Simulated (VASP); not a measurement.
Ti3CuBr: relaxation of cell and atoms with PBE

Ti3CuBr:

```
Ti Cu Br
1.0
     4.69315    0.00000    0.00000
     0.00000    4.69315    0.00000
     0.00000    0.00000    4.69315
Ti Cu Br
3 1 1
Direct
  0.00000 0.50000 0.50000
  0.50000 0.50000 0.00000
  0.50000 0.00000 0.50000
  0.50000 0.50000 0.50000
  0.00000 0.00000 0.00000
```

The cell was generated, and may not be a known phase.

```
Program                : VASP 6.6.1
Task                   : relaxation of cell and atoms
Functional             : PBE
Potentials or basis    : VASP PAW PBE potentials, release 64 (Ti_sv, Cu, Br)
Cutoff                 : 600 eV
k mesh                 : 8 × 8 × 8
Occupations            : gaussian, width 0.1 eV
Spin                   : no spin polarisation
Dipole correction      : no
Further INCAR settings : ALGO = Normal; EDIFF = 1e-06; IBRION = 2; EDIFFG = -0.01; NSW = 100; ISIF = 3
```

| Property | Result |
| --- | --- |
| Relaxed volume | 20.73 Å³/atom |
| Relaxed cell | a = 4.697 Å, b = 4.697 Å, c = 4.697 Å, α = 90.00°, β = 90.00°, γ = 90.00° |
| Space group after relaxing (to 0.1 Å) | Pm-3m (No. 221) |
| Energy gained by relaxing | 0.0 meV/atom |
| Ionic steps | 2 |
| Pressure after relaxing | -0.1 GPa |
| Band gap on the k mesh | zero (bands 27 and 28 overlap by 0.64 eV) |

Final structure:
```
Ti Cu Br
1.0
     4.69737    0.00000    0.00000
     0.00000    4.69737    0.00000
     0.00000    0.00000    4.69737
Ti Cu Br
3 1 1
Direct
  0.00000 0.50000 0.50000
  0.50000 0.50000 0.00000
  0.50000 0.00000 0.50000
  0.50000 0.50000 0.50000
  0.00000 0.00000 0.00000
```

Levels at points of the mesh, in eV from the Fermi level:
```tsv
k point	band 23	band 24	band 25	band 26	band 27	band 28	band 29	band 30	band 31	band 32
(0.00, 0.00, 0.00)	-1.34	-1.30	-1.30	-0.27	-0.27	-0.27	0.91	0.91	0.91	1.80
(0.50, 0.00, 0.00)	-2.08	-0.73	-0.73	-0.46	-0.01	0.00	0.07	0.45	0.73	0.73
(0.50, 0.50, 0.00)	-1.54	-1.54	-1.24	0.28	0.28	0.43	0.49	0.49	0.68	0.75
(0.50, 0.50, 0.50)	-2.77	-2.77	-2.77	-0.25	0.12	0.12	0.12	0.38	0.38	0.38
```

Run time: 2.8 min on 1 thread of Intel(R) Xeon(R) 6975P-C (Granite Rapids) (shared host), peak memory 0.35 GiB.
